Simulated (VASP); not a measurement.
# ZrS (Fm-3m) in VASP: notebook

ZrS is run at these levels: LDA; tasks: electric field gradients, density of states.

Everything below comes from runs of VASP 6.6.1. Logs are shortened: lines on timing, memory, paths and dates and some standing lists are left out, and cuts for length are marked.

## Step 1: The cell of the first run

Symmetry: Fm-3m, No. 225, cubic system. Conventional cell: a = 5.134 Å, b = 5.134 Å, c = 5.134 Å, α = 90.00°, β = 90.00°, γ = 90.00°. Within 3.4 Å of Zr (site symmetry m-3m) lie 6 S at 2.57 Å. S (site symmetry m-3m) has 6 Zr at 2.57 Å within 3.4 Å.

## Step 2: Electric field gradients, LDA

INCAR reads:

```
SYSTEM = ZrS
PREC = Accurate
ENCUT = 520
EDIFF = 1E-8
ISMEAR = -1
SIGMA = 0.02
LREAL = .FALSE.
LASPH = .TRUE.
NELM = 80
ALGO = Normal
ISIF = 2
LWAVE = .FALSE.
LCHARG = .FALSE.
LEFG = .TRUE.
NBANDS = 16
```

KPOINTS reads:

```
regular mesh
0
G
  10 10 10
  0 0 0
```

POSCAR reads:

```
ZrS
1.0
    0.0000000000      2.5669835042      2.5669835042
    2.5669835042      0.0000000000      2.5669835042
    2.5669835042      2.5669835042      0.0000000000
Zr S
1 1
Direct
    0.0000000000      0.0000000000      0.0000000000
    0.5000000000      0.5000000000      0.5000000000
```

Potentials or basis: VASP PAW LDA potentials, release 64 (Zr_sv, S).

Command:

```bash
$ cat potpaw_LDA.64/Zr_sv/POTCAR potpaw_LDA.64/S/POTCAR > POTCAR
$ mpirun -np 1 vasp_std > vasp.out
```

OUTCAR:

```text
SYSTEM = ZrS
   PREC = Accurate
   ENCUT = 520
   EDIFF = 1E-8
   ISMEAR = -1
   LREAL = .FALSE.
   LASPH = .TRUE.
   NELM = 80
   ISIF = 2

 ion  position               nearest neighbor table
   1  0.000  0.000  0.000-   2 2.57   2 2.57   2 2.57   2 2.57   2 2.57   2 2.57
   2  0.500  0.500  0.500-   1 2.57   1 2.57   1 2.57   1 2.57   1 2.57   1 2.57

  LATTYP: Found a face centered cubic cell.
 ALAT       =     5.1339670084

  Lattice vectors:

 A1 = (   0.0000000000,   2.5669835042,   2.5669835042)
 A2 = (   2.5669835042,   0.0000000000,   2.5669835042)
 A3 = (   2.5669835042,   2.5669835042,   0.0000000000)

Analysis of symmetry for initial positions (statically):
=====================================================================
 Subroutine PRICEL returns:
 Original cell was already a primitive cell.

 Routine SETGRP: Setting up the symmetry group for a
 face centered cubic supercell.

 Subroutine GETGRP returns: Found 48 space group operations
 (whereof 48 operations were pure point group operations)
 out of a pool of 48 trial point group operations.

The static configuration has the point symmetry O_h .

Analysis of symmetry for dynamics (positions and initial velocities):
=====================================================================
 Subroutine PRICEL returns:
 Original cell was already a primitive cell.

 Routine SETGRP: Setting up the symmetry group for a
 face centered cubic supercell.

 Subroutine GETGRP returns: Found 48 space group operations
 (whereof 48 operations were pure point group operations)
 out of a pool of 48 trial point group operations.

The dynamic configuration has the point symmetry O_h .

 Subroutine INISYM returns: Found 48 space group operations
 (whereof 48 operations are pure point group operations),
 and found     1 'primitive' translations

----------------------------------------------------------------------------------------

                                     Primitive cell

  volume of cell :      33.8298

  direct lattice vectors                    reciprocal lattice vectors
     0.000000000  2.566983504  2.566983504    -0.194781150  0.194781150  0.194781150
     2.566983504  0.000000000  2.566983504     0.194781150 -0.194781150  0.194781150
     2.566983504  2.566983504  0.000000000     0.194781150  0.194781150 -0.194781150

  length of vectors
     3.630262886  3.630262886  3.630262886     0.337370849  0.337370849  0.337370849

  position of ions in fractional coordinates (direct lattice)
     0.000000000  0.000000000  0.000000000
     0.500000000  0.500000000  0.500000000

  ion indices of the primitive-cell ions
   primitive index   ion index
                 1           1
                 2           2

----------------------------------------------------------------------------------------

 KPOINTS: regular mesh

Automatic generation of k-mesh.
 Grid dimensions read from file:
 generate k-points for:   10   10   10

 Generating k-lattice:

  Cartesian coordinates                     Fractional coordinates (reciprocal lattice)
    -0.019478115  0.019478115  0.019478115     0.100000000  0.000000000  0.000000000
     0.019478115 -0.019478115  0.019478115     0.000000000  0.100000000  0.000000000
     0.019478115  0.019478115 -0.019478115     0.000000000  0.000000000  0.100000000

  Length of vectors
     0.033737085  0.033737085  0.033737085

  Shift w.r.t. Gamma in fractional coordinates (k-lattice)
     0.000000000  0.000000000  0.000000000

 Subroutine IBZKPT returns following result:
 ===========================================

 Found     47 irreducible k-points:

 Following reciprocal coordinates:
            Coordinates               Weight
  0.000000  0.000000  0.000000      1.000000
  0.100000  0.000000  0.000000      8.000000
  0.200000  0.000000  0.000000      8.000000
  0.300000  0.000000  0.000000      8.000000
  0.400000  0.000000  0.000000      8.000000
  0.500000  0.000000  0.000000      4.000000
[... 16 lines left out ...]
  0.300000  0.300000  0.000000      6.000000
  0.400000  0.300000  0.000000     24.000000
 [... further k-points ...]
   k-points           NKPTS =     47   k-points in BZ     NKDIM =     47   number of bands    NBANDS=     16
   number of dos      NEDOS =    301   number of ions     NIONS =      2
   total plane-waves  NPLWV =  21952
   dimension x,y,z NGX =    28 NGY =   28 NGZ =   28
   dimension x,y,z NGXF=    56 NGYF=   56 NGZF=   56
   ions per type =               1   1
   NGX,Y,Z   is equivalent  to a cutoff of  12.82, 12.82, 12.82 a.u.
   NGXF,Y,Z  is equivalent  to a cutoff of  25.64, 25.64, 25.64 a.u.
 SYSTEM =  ZrS
   PREC   = accura    normal or accurate (medium, high low for compatibility)
   ISTART =      0    job   : 0-new  1-cont  2-samecut
   ICHARG =      2    charge: 1-file 2-atom 10-const
   ISPIN  =      1    spin polarized calculation?
   LNONCOLLINEAR =      F non collinear calculations
   LSORBIT =      F    spin-orbit coupling
   LASPH  =      T    aspherical Exc in radial PAW
   ENCUT  =  520.0 eV  38.22 Ry    6.18 a.u.   6.75  6.75  6.75*2*pi/ulx,y,z
   NELM   =     80;   NELMIN=  2; NELMDL= -5     # of ELM steps
   EDIFF  = 0.1E-07   stopping-criterion for ELM
   LREAL  =      F    real-space projection
   EDIFFG = 0.1E-06   stopping-criterion for IOM
   NSW    =      0    number of steps for IOM
   IBRION =     -1    ionic relax: 0-MD 1-quasi-New 2-CG
   NFREE  =      0    steps in history (QN), initial steepest desc. (CG)
   ISIF   =      2    stress and relaxation
   ISYM   =      2    0-nonsym 1-usesym 2-fastsym
   POTIM  = 0.5000    time-step for ionic-motion
   TEBEG  =    0.0;   TEEND  =   0.0 temperature during run
   PSTRESS=    0.0 pullay stress
   NELECT =      18.0000    total number of electrons
   NUPDOWN=      -1.0000    fix difference up-down
   EMIN   =  10.00;   EMAX   =-10.00  energy-range for DOS
   EFERMI =   0.00;   METHOD = LEGACY
   ISMEAR =    -1;   SIGMA  =   0.02  broadening in eV -4-tet -1-fermi 0-gaus
   EFERMI_NEDOS =   21; number of points for ismear=-14 and -15
   IALGO  =     38    algorithm
   IMIX   =      4    mixing-type and parameters
     AMIX     =   0.40;   BMIX     =  1.00
     AMIX_MAG =   1.60;   BMIX_MAG =  1.00
  volume/ion in A,a.u.               =      16.91       114.15
  Fermi-wavevector in a.u.,A,eV,Ry     =   1.326577  2.506868 23.943635  1.759808
  Thomas-Fermi vector in A             =   2.455954
   LORBIT       =      0    0 simple, 1 ext, 2 COOP (PROOUT), +10 PAW based schemes
   GGA     = CA    functional components
   LHFCALC =     F    Hartree Fock is set to
   AEXX    =    0.0000 exact exchange contribution
   IVDW    =     0    specifies the selected vdW correction
   LEPSILON=     F    determine dielectric tensor
   LRPA    =     F    only Hartree local field effects (RPA)
 non-spin polarized calculation
  energy-cutoff  :      520.00
  volume of cell :       33.83
 maximum number of plane-waves:       941
   NGX = 13   NGY = 13   NGZ = 13

 number of electron      17.9999999 magnetization

 Free energy of the ion-electron system (eV)
  ---------------------------------------------------
  ext. energy  EPLUGINS =         0.00000000
  ---------------------------------------------------
  free energy    TOTEN  =       -17.16779616 eV

  energy without entropy =      -17.16556814  energy(sigma->0) =      -17.16668215

 E-fermi :  11.4494     XC(G=0): -11.8569

 val. band max:       11.4348063985   @ k =  -0.3000   0.4000   0.2000
 cond. band min:      11.4575007581   @ k =  -0.3000   0.4000   0.2000
 fundamental gap:      0.0226943596
 Fermi energy:        11.4494132155

 k-point     1 :       0.0000    0.0000    0.0000
  band No.  band energies     occupation
      1     -38.1837      2.00000
      2     -16.3013      2.00000
      3     -16.3013      2.00000
      4     -16.3013      2.00000
      5      -4.6608      2.00000
      6       7.8899      2.00000
[... 8 lines left out ...]
     15      18.6057      0.00000
     16      24.4103      0.00000
[... 419 lines left out ...]
 k-point    24 :       0.4000    0.3000    0.0000
  band No.  band energies     occupation
      1     -38.1439      2.00000
      2     -16.6116      2.00000
      3     -16.4223      2.00000
      4     -16.4094      2.00000
      5      -3.6350      2.00000
      6       4.4718      2.00000
[... 8 lines left out ...]
     15      19.2964      0.00000
     16      20.5828      0.00000

 [... further k-points ...]

------------------------ aborting loop because EDIFF is reached ----------------------------------------

  FORCE on cell =-STRESS in cart. coord.  units (eV):
  Direction    XX          YY          ZZ          XY          YZ          ZX
  --------------------------------------------------------------------------------------
  -------------------------------------------------------------------------------------
  Total        0.0534979      0.0534979      0.0534979      0.0000000      0.0000000      0.0000000
  in kB        2.5336606      2.5336606      2.5336606      0.0000000      0.0000000      0.0000000
  external PRESSURE =       2.5336606 kB  Pullay stress =       0.0000000 kB

 VOLUME and BASIS-vectors are now :
 -----------------------------------------------------------------------------
  energy-cutoff  :      520.00
  volume of cell :       33.83
      direct lattice vectors                 reciprocal lattice vectors
     0.000000000  2.566983504  2.566983504    -0.194781150  0.194781150  0.194781150
     2.566983504  0.000000000  2.566983504     0.194781150 -0.194781150  0.194781150
     2.566983504  2.566983504  0.000000000     0.194781150  0.194781150 -0.194781150

 POSITION                                       TOTAL-FORCE (eV/Angst)
 -----------------------------------------------------------------------------------
      0.00000      0.00000      0.00000         0.000000     -0.000000      0.000000
      2.56698      2.56698      2.56698        -0.000000      0.000000     -0.000000
 -----------------------------------------------------------------------------------
    total drift:                                0.000000      0.000000      0.000000

  FREE ENERGIE OF THE ION-ELECTRON SYSTEM (eV)
  ---------------------------------------------------
  free  energy   TOTEN  =       -17.1677961644 eV

  energy  without entropy=      -17.1655681450  energy(sigma->0) =      -17.16668215

 Electric field gradients (V/A^2)
---------------------------------------------------------------------
 ion       V_xx      V_yy      V_zz      V_xy      V_xz      V_yz
---------------------------------------------------------------------
   1      -0.000    -0.000    -0.000     0.000     0.000     0.000
   2       0.000    -0.000     0.000    -0.000    -0.000    -0.000
---------------------------------------------------------------------

 Electric field gradients after diagonalization (V/A^2)
 (convention: |V_zz| > |V_xx| > |V_yy|)
----------------------------------------------------------------------
 ion       V_xx      V_yy      V_zz     asymmetry (V_yy - V_xx)/ V_zz
----------------------------------------------------------------------
   1      -0.000    -0.000     0.000       0.000
   2       0.000     0.000    -0.001       0.000
----------------------------------------------------------------------

           NMR quadrupolar parameters

 Cq : quadrupolar parameter    Cq=e*Q*V_zz/h
 eta: asymmetry parameters     (V_yy - V_xx)/ V_zz
 Q  : nuclear electric quadrupole moment in mb (millibarn)
----------------------------------------------------------------------
 ion       Cq(MHz)       eta       Q (mb)
----------------------------------------------------------------------
   1       0.000       0.000       1.000
   2      -0.000       0.000       1.000
----------------------------------------------------------------------
```

Wall time 11 s (1 thread of Intel Xeon 6975P-C (Granite Rapids), shared host); peak memory 0.15 GiB.

What came out:

```
Free energy            : -17.1678 eV
Pressure               : 0.3 GPa
Band gap on the k mesh : zero (band 9 reaches 12.98 eV, above the bottom of band 10 at 9.86 eV)
```

Levels at points of the mesh, in eV from the Fermi level:
```
           k point  band 5  band 6  band 7  band 8  band 9  band 10  band 11  band 12  band 13  band 14
(0.00, 0.00, 0.00)  -16.11   -3.56   -3.56   -3.56   -1.59    -1.59    -1.59    -0.85    -0.85     2.34
(0.50, 0.00, 0.00)  -14.29   -8.39   -6.27   -6.27    1.53     1.53     1.92     1.94     5.95     5.95
(0.50, 0.50, 0.00)  -15.21   -6.36   -4.52   -4.52   -3.83     0.45     2.52     2.52     3.02     3.73
```

Caveat: without QUAD_EFG the Cq values of the log hold for a quadrupole moment of 1 mb, not for the nuclei.

## Step 3: Density of states, LDA

POSCAR reads:

```
ZrS
1.0
    0.0000000000      2.5669835012      2.5669835012
    2.5669835012      0.0000000000      2.5669835012
    2.5669835012      2.5669835012      0.0000000000
Zr S
1 1
Direct
    0.0000000000      0.0000000000      0.0000000000
    0.5000000000      0.5000000000      0.5000000000
```

INCAR.step1 reads:

```
SYSTEM = ZrS
PREC = Accurate
ENCUT = 520
EDIFF = 1E-6
ISMEAR = -1
SIGMA = 0.02
LREAL = .FALSE.
LASPH = .TRUE.
NELM = 80
ALGO = Normal
ISIF = 2
LWAVE = .FALSE.
LCHARG = .TRUE.
LMAXMIX = 4
NBANDS = 16
```

KPOINTS.step1 reads:

```
Automatic mesh
0
G
  10 10 10
  0 0 0
```

INCAR.step2 reads:

```
SYSTEM = ZrS
PREC = Accurate
ENCUT = 520
EDIFF = 1E-6
ISMEAR = -5
SIGMA = 0.02
LREAL = .FALSE.
LASPH = .TRUE.
NELM = 80
ALGO = Normal
ISIF = 2
LWAVE = .FALSE.
LCHARG = .FALSE.
LMAXMIX = 4
LORBIT = 10
NBANDS = 16
NEDOS = 2001
ICHARG = 11
```

KPOINTS.step2 reads:

```
Automatic mesh
0
G
  15 15 15
  0 0 0
```

Potentials or basis: VASP PAW LDA potentials, release 64 (Zr_sv, S).

Command:

```bash
$ cat potpaw_LDA.64/Zr_sv/POTCAR potpaw_LDA.64/S/POTCAR > POTCAR
$ cp INCAR.step1 INCAR
$ cp KPOINTS.step1 KPOINTS
$ mpirun -np 1 vasp_std > vasp.out
$ cp INCAR.step2 INCAR
$ cp KPOINTS.step2 KPOINTS
$ mpirun -np 1 vasp_std > vasp.out
```

Wall time 1.7 min (1 thread of Intel Xeon 8259CL, shared host); peak memory 0.18 GiB.

It converged, with:

* Valence electrons inside the program's atomic spheres: Zr 9.92; S 3.79

Levels at points of the mesh, in eV from the Fermi level:
```tsv
k point	band 6	band 7	band 8	band 9	band 10	band 11	band 12	band 13
(0.00, 0.00, 0.00)	-3.46	-3.46	-3.46	-1.49	-1.49	-1.49	-0.75	-0.75
```

Caveat: tetrahedron occupations give inexact forces and stress in metals.
